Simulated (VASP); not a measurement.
Ru, 2 atoms in the cell. The structure is hexagonal, space group P6_3/mmc (No. 194). Conventional cell: a = 2.410 Å, b = 2.410 Å, c = 3.850 Å, α = 90.00°, β = 90.00°, γ = 120.00°. Within 3.1 Å of Ru (site symmetry -6m2) lie 12 Ru at 2.38 to 2.41 Å. 

* Program: VASP 6.6.1
* Task: relaxation of cell and atoms
* Functional: PBE
* Potentials or basis: VASP PAW PBE potentials, release 64 (Ru_pv)
* Cutoff: 600 eV
* k mesh: 18 × 18 × 10
* Occupations: fermi-dirac, width 0.05 eV
* Spin: no spin polarisation
* Target pressure: 250 GPa
* Dipole correction: no
* Further INCAR settings: ALGO = Normal; EDIFF = 1e-07; IBRION = 2; EDIFFG = -0.005; NSW = 32; ISIF = 3

Potentials or basis: VASP PAW PBE potentials, release 64 (Ru_pv).

Run with:

```bash
$ cat potpaw_PBE.64/Ru_pv/POTCAR > POTCAR
$ mpirun -np 1 vasp_std > vasp.out
```

Hardware: 1 thread of Intel Xeon 8259CL (shared host).

**Question.** Estimate the wall time of this run.

**Answer.** Wall time 2.2 min on 1 thread of Intel Xeon 8259CL, with other jobs on the host, peak memory 0.21 GiB. Counts: scf iterations 31, k points 222, ion steps 3.
